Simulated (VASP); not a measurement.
# Ga2O3 (R-3c) in VASP: single point with LDA

Aim: the single point of Ga2O3 with LDA.

Everything below comes from runs of VASP 6.6.1. Logs are shortened: lines on timing, memory, paths and dates and some standing lists are left out, and cuts for length are marked.

### Step 1. The cell of the first run

The structure is trigonal, space group R-3c (No. 167). The conventional cell has a = 4.950 Å, b = 4.950 Å, c = 13.306 Å, α = 90.00°, β = 90.00°, γ = 120.00°. Within 2.5 Å of Ga (site symmetry 3) lie 6 O at 1.91 to 2.06 Å. Within 2.7 Å of O (site symmetry 2) lie 4 Ga at 1.91 to 2.06 Å and 4 O at 2.60 to 2.69 Å.

### Step 2. Single point, LDA

File INCAR:

```
SYSTEM = Ga2O3
  PREC = Accurate
  ENCUT = 910
  EDIFF = 1E-6
  ISMEAR = 0
  SIGMA = 0.02
  LREAL = .False.
  LASPH = .True.
  NELM = 120
  ALGO = Normal
  ISIF = 2
  LWAVE = .False.
  LCHARG = .True.
  GGA = CA
  LELF = .True.
  LVHAR = .True.
  NBANDS = 55
  GGA_COMPAT = .False.
```

File KPOINTS:

```
Automatic mesh
0
Gamma
  6 6 6
  0 0 0
```

File POSCAR:

```
Ga2O3
1.0
    2.4749880361      1.4289350089      4.4353298806
   -2.4749880361      1.4289350089      4.4353298806
    0.0000000000     -2.8578700178      4.4353298806
Ga O
4 6
Direct
    0.3557610561      0.3557610561      0.3557610561
    0.1442389439      0.1442389439      0.1442389439
    0.6442389439      0.6442389439      0.6442389439
    0.8557610561      0.8557610561      0.8557610561
    0.5527900558      0.9472099442      0.2500000000
    0.2500000000      0.5527900558      0.9472099442
    0.9472099442      0.2500000000      0.5527900558
    0.4472099442      0.0527900558      0.7500000000
    0.7500000000      0.4472099442      0.0527900558
    0.0527900558      0.7500000000      0.4472099442
```

Potentials or basis: VASP PAW LDA potentials, release 64 (Ga_d, O_h).

Run with:

```sh
$ cat potpaw_LDA.64/Ga_d/POTCAR potpaw_LDA.64/O_h/POTCAR > POTCAR
$ mpirun -np 1 vasp_std > vasp.out
```

OUTCAR:

```text
SYSTEM = Ga2O3
   PREC = Accurate
   ENCUT = 910
   EDIFF = 1E-6
   ISMEAR = 0
   LREAL = .False.
   LASPH = .True.
   NELM = 120
   ISIF = 2
   GGA = CA

 ion  position               nearest neighbor table
   1  0.356  0.356  0.356-  10 1.91   8 1.91   9 1.91   5 2.06   7 2.06   6 2.06   2 2.81   3 2.92
                             3 2.92   3 2.92
   2  0.144  0.144  0.144-   9 1.91   8 1.91  10 1.91   5 2.06   7 2.06   6 2.06   1 2.81   4 2.92
                             4 2.92   4 2.92
   3  0.644  0.644  0.644-   7 1.91   5 1.91   6 1.91   8 2.06   9 2.06  10 2.06   4 2.81   1 2.92
                             1 2.92   1 2.92
   4  0.856  0.856  0.856-   6 1.91   5 1.91   7 1.91   8 2.06   9 2.06  10 2.06   3 2.81   2 2.92
                             2 2.92   2 2.92
   5  0.553  0.947  0.250-   3 1.91   4 1.91   1 2.06   2 2.06
   6  0.250  0.553  0.947-   4 1.91   3 1.91   1 2.06   2 2.06
   7  0.947  0.250  0.553-   3 1.91   4 1.91   1 2.06   2 2.06
   8  0.447  0.053  0.750-   1 1.91   2 1.91   3 2.06   4 2.06
   9  0.750  0.447  0.053-   2 1.91   1 1.91   3 2.06   4 2.06
  10  0.053  0.750  0.447-   1 1.91   2 1.91   3 2.06   4 2.06

  LATTYP: Found a trigonal (rhomboedric) cell.
 ALAT       =     5.2763218427
 COS(alpha) =     0.5599382248

  Lattice vectors:

 A1 = (   2.4749880361,   1.4289350089,   4.4353298806)
 A2 = (  -2.4749880361,   1.4289350089,   4.4353298806)
 A3 = (   0.0000000000,  -2.8578700178,   4.4353298806)

Analysis of symmetry for initial positions (statically):
=====================================================================
 Subroutine PRICEL returns:
 Original cell was already a primitive cell.

 Routine SETGRP: Setting up the symmetry group for a
 trigonal (rhombohedral) supercell.

 Subroutine GETGRP returns: Found 12 space group operations
 (whereof  6 operations were pure point group operations)
 out of a pool of 12 trial point group operations.

The static configuration has the point symmetry S_6 .
 The point group associated with its full space group is D_3d.

Analysis of symmetry for dynamics (positions and initial velocities):
=====================================================================
 Subroutine PRICEL returns:
 Original cell was already a primitive cell.

[... 128 lines left out ...]
   IBRION =     -1    ionic relax: 0-MD 1-quasi-New 2-CG
   NFREE  =      0    steps in history (QN), initial steepest desc. (CG)
   ISIF   =      2    stress and relaxation
   ISYM   =      2    0-nonsym 1-usesym 2-fastsym
   POTIM  = 0.5000    time-step for ionic-motion
   TEBEG  =    0.0;   TEEND  =   0.0 temperature during run
   PSTRESS=    0.0 pullay stress
   NELECT =      88.0000    total number of electrons
   NUPDOWN=      -1.0000    fix difference up-down
   EMIN   =  10.00;   EMAX   =-10.00  energy-range for DOS
   EFERMI =   0.00;   METHOD = LEGACY
   ISMEAR =     0;   SIGMA  =   0.02  broadening in eV -4-tet -1-fermi 0-gaus
   EFERMI_NEDOS =   21; number of points for ismear=-14 and -15
   IALGO  =     38    algorithm
   IMIX   =      4    mixing-type and parameters
     AMIX     =   0.40;   BMIX     =  1.00
     AMIX_MAG =   1.60;   BMIX_MAG =  1.00
  volume/ion in A,a.u.               =       9.41        63.51
  Fermi-wavevector in a.u.,A,eV,Ry     =   1.600841  3.025150 34.867530  2.562691
  Thomas-Fermi vector in A             =   2.697913
   LORBIT       =      0    0 simple, 1 ext, 2 COOP (PROOUT), +10 PAW based schemes
   GGA     = CA    functional components
   LHFCALC =     F    Hartree Fock is set to
   AEXX    =    0.0000 exact exchange contribution
   IVDW    =     0    specifies the selected vdW correction
   LEPSILON=     F    determine dielectric tensor
   LRPA    =     F    only Hartree local field effects (RPA)
 non-spin polarized calculation
 Gauss-broadening in eV      SIGMA  =   0.02
  energy-cutoff  :      910.00
  volume of cell :       94.12
 maximum number of plane-waves:      5896
 NGX is ok and might be reduce to    54
   NGX = 25   NGY = 25   NGZ = 25

 number of electron      87.9999995 magnetization

 Free energy of the ion-electron system (eV)
  ---------------------------------------------------
  ext. energy  EPLUGINS =         0.00000000
  ---------------------------------------------------
  free energy    TOTEN  =       -68.32525036 eV

  energy without entropy =      -68.32525036  energy(sigma->0) =      -68.32525036

 E-fermi :   5.1254     XC(G=0): -12.9039

 val. band max:        5.0414870197   @ k =  -0.1667   0.1667   0.0000
 cond. band min:       8.1018762749   @ k =   0.0000   0.0000   0.0000
 fundamental gap:      3.0603892552
 Fermi energy:         5.1253812409

 k-point     1 :       0.0000    0.0000    0.0000
  band No.  band energies     occupation
      1     -13.9745      2.00000
      2     -11.7983      2.00000
      3     -11.7983      2.00000
      4     -11.7423      2.00000
      5     -11.7238      2.00000
      6     -11.7238      2.00000
[... 1381 lines left out ...]
     54      17.0615      0.00000
     55      17.4011      0.00000

 [... further k-points ...]

------------------------ aborting loop because EDIFF is reached ----------------------------------------

  FORCE on cell =-STRESS in cart. coord.  units (eV):
  Direction    XX          YY          ZZ          XY          YZ          ZX
  --------------------------------------------------------------------------------------
  -------------------------------------------------------------------------------------
  Total        1.0106680      1.0106680      0.7624934     -0.0000000     -0.0000000      0.0000000
  in kB       17.2050652     17.2050652     12.9802758     -0.0000000     -0.0000000      0.0000000
  external PRESSURE =      15.7968021 kB  Pullay stress =       0.0000000 kB

 VOLUME and BASIS-vectors are now :
 -----------------------------------------------------------------------------
  energy-cutoff  :      910.00
  volume of cell :       94.12
      direct lattice vectors                 reciprocal lattice vectors
     2.474988036  1.428935009  4.435329881     0.202021179  0.116636982  0.075154124
    -2.474988036  1.428935009  4.435329881    -0.202021179  0.116636982  0.075154124
     0.000000000 -2.857870018  4.435329881     0.000000000 -0.233273964  0.075154124

 POSITION                                       TOTAL-FORCE (eV/Angst)
 -----------------------------------------------------------------------------------
      0.00000      0.00000      4.73375        -0.000000     -0.000000     -0.010777
      0.00000      0.00000      1.91924        -0.000000     -0.000000      0.010777
      0.00000      0.00000      8.57224        -0.000000     -0.000000      0.010777
      0.00000      0.00000     11.38675        -0.000000     -0.000000     -0.010777
     -0.97618      1.42894      7.76183        -0.021736     -0.000000      0.000000
     -0.74940     -1.55987      7.76183         0.010868     -0.018824      0.000000
      1.72559      0.13093      7.76183         0.010868      0.018824      0.000000
      0.97618     -1.42894      5.54416         0.021736     -0.000000      0.000000
      0.74940      1.55987      5.54416        -0.010868      0.018824      0.000000
     -1.72559     -0.13093      5.54416        -0.010868     -0.018824      0.000000
 -----------------------------------------------------------------------------------
    total drift:                               -0.000000     -0.000000     -0.000000

  FREE ENERGIE OF THE ION-ELECTRON SYSTEM (eV)
  ---------------------------------------------------
  free  energy   TOTEN  =       -68.3252503625 eV

  energy  without entropy=      -68.3252503625  energy(sigma->0) =      -68.32525036
```

OSZICAR:

```text
N       E                     dE             d eps       ncg     rms          rms(c)
DAV:   1     0.163706872100E+04    0.16371E+04   -0.54892E+04  4360   0.426E+03
DAV:   2     0.382916140499E+03   -0.12542E+04   -0.11785E+04  3520   0.113E+03
DAV:   3    -0.172974496642E+02   -0.40021E+03   -0.38392E+03  4335   0.354E+02
DAV:   4    -0.725718419044E+02   -0.55274E+02   -0.54071E+02  4174   0.127E+02
DAV:   5    -0.766173578217E+02   -0.40455E+01   -0.40089E+01  5169   0.329E+01    0.167E+01
DAV:   6    -0.683728360269E+02    0.82445E+01   -0.24572E+01  6405   0.592E+01    0.450E+00
DAV:   7    -0.684523871474E+02   -0.79551E-01   -0.33876E+00  4038   0.984E+00    0.319E+00
DAV:   8    -0.683541392667E+02    0.98248E-01   -0.52571E-01  5257   0.559E+00    0.131E+00
DAV:   9    -0.683245080114E+02    0.29631E-01   -0.15632E-01  5642   0.435E+00    0.152E-01
DAV:  10    -0.683251919847E+02   -0.68397E-03   -0.11491E-02  4947   0.101E+00    0.504E-02
DAV:  11    -0.683252344262E+02   -0.42441E-04   -0.12919E-03  4618   0.433E-01    0.191E-02
DAV:  12    -0.683252502604E+02   -0.15834E-04   -0.21564E-04  4675   0.111E-01    0.967E-03
DAV:  13    -0.683252505266E+02   -0.26617E-06   -0.19357E-05  5228   0.285E-02    0.255E-03
DAV:  14    -0.683252503625E+02    0.16406E-06   -0.90486E-07  2628   0.879E-03
   1 F= -.68325250E+02 E0= -.68325250E+02  d E =-.715287E-11
```

It took 5.9 min on 1 thread of Intel Xeon Platinum 8488C (Sapphire Rapids), shared host; peak memory 0.47 GiB.

What came out:

* Free energy: -68.3253 eV
* Pressure: 1.6 GPa
* Largest force: 0.022 eV/Å
* Band gap on the k mesh: 3.06 eV (least direct gap 3.34 eV)

Forces in eV/Å, atoms in the order of the input:
```
Ga   0.000  0.000 -0.011
Ga   0.000  0.000  0.011
Ga   0.000  0.000  0.011
Ga   0.000  0.000 -0.011
O   -0.022  0.000  0.000
O    0.011 -0.019  0.000
O    0.011  0.019  0.000
O    0.022  0.000  0.000
O   -0.011  0.019  0.000
O   -0.011 -0.019  0.000
```

Caveat: the cutoff is under 1.25 times the usual one of these potentials, so pressure, stress and relaxed cells hold a basis-set (Pulay) error.
